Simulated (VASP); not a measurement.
MgAu, 2 atoms in the cell. Symmetry: Pm-3m, No. 221, cubic system. The conventional cell has a = 3.293 Å, b = 3.293 Å, c = 3.293 Å, α = 90.00°, β = 90.00°, γ = 90.00°. Mg (site symmetry m-3m) has 8 Au at 2.85 Å and 6 Mg at 3.29 Å within 3.8 Å. Au (site symmetry m-3m) has 8 Mg at 2.85 Å and 6 Au at 3.29 Å within 3.8 Å. 

* Program: VASP 6.6.1
* Task: single point
* Functional: r2SCAN
* Potentials or basis: VASP PAW PBE potentials, release 64 (Mg, Au)
* Cutoff: 660 eV
* k mesh: 10 × 10 × 10
* Occupations: fermi-dirac, width 0.1 eV
* Spin: no spin polarisation
* Dipole correction: no
* Further INCAR settings: ALGO = Normal; EDIFF = 1e-06; NBANDS = 14

Potentials or basis: VASP PAW PBE potentials, release 64 (Mg, Au).

Launch:

```bash
$ cat potpaw_PBE.64/Mg/POTCAR potpaw_PBE.64/Au/POTCAR > POTCAR
$ cp INCAR.step1 INCAR
$ mpirun -np 1 vasp_std > vasp.out
$ cp INCAR.step2 INCAR
$ mpirun -np 1 vasp_std > vasp.out
```

Hardware: 1 thread of Oxide Virtual Turin-like Processor, with other jobs on the host.

**Question.** How long does it take, and how much memory?

**Answer.** It took 120 s on 1 thread of Oxide Virtual Turin-like Processor, on a shared host, peak memory 0.16 GiB. Counts: k points 56.
